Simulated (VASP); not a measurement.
## MgTlSe: single point with PBE

The system is MgTlSe.

```
CELL_PARAMETERS angstrom
3.72263 0.00000 0.00000
0.00000 3.72263 0.00000
0.00000 0.00000 6.36412
ATOMIC_POSITIONS crystal
Mg 0.00000 0.00000 0.00000
Tl 0.00000 0.00000 0.50000
Se 0.50000 0.50000 0.00000
```

The cell was built from a structure type or drawn by symmetry, and may not be a known phase.

```
Program                : VASP 6.6.1
Task                   : single point
Functional             : PBE
Potentials or basis    : VASP PAW PBE potentials, release 64 (Mg, Tl_d, Se)
Cutoff                 : 520 eV
k mesh                 : 6 × 6 × 4
Occupations            : gaussian, width 0.1 eV
Spin                   : no spin polarisation
Dipole correction      : no
Further INCAR settings : ALGO = Normal; EDIFF = 1e-06; NBANDS = 18
```

* Pressure: 0.0 GPa
* Band gap on the k mesh: zero (an odd number of electrons rules out a gap without spin polarisation)

Levels at points of the mesh, in eV from the Fermi level:
| k point | band 8 | band 9 | band 10 | band 11 | band 12 | band 13 |
| --- | --- | --- | --- | --- | --- | --- |
| (0.00, 0.00, 0.00) | -4.13 | -2.18 | -2.18 | 1.35 | 1.64 | 3.86 |
| (0.50, 0.00, 0.00) | -4.84 | -2.57 | -1.68 | -1.30 | -0.63 | 4.08 |
| (0.50, 0.50, 0.00) | -4.80 | -4.80 | -1.84 | 0.43 | 0.43 | 0.83 |
| (0.00, 0.00, 0.50) | -2.48 | -2.15 | -2.15 | -1.43 | 3.31 | 3.88 |
| (0.50, 0.00, 0.50) | -5.93 | -3.28 | -1.68 | 0.14 | 1.22 | 3.51 |
| (0.50, 0.50, 0.50) | -4.71 | -4.71 | -1.91 | -1.06 | -0.17 | -0.17 |

Run time: 36 s on 1 thread of Intel(R) Xeon(R) Platinum 8259CL CPU @ 2.50GHz (Skylake/Cascade Lake), with other jobs on the host, peak memory 0.22 GiB.

Caveat: spin-orbit coupling is left out, which moves the levels of the heavy elements.
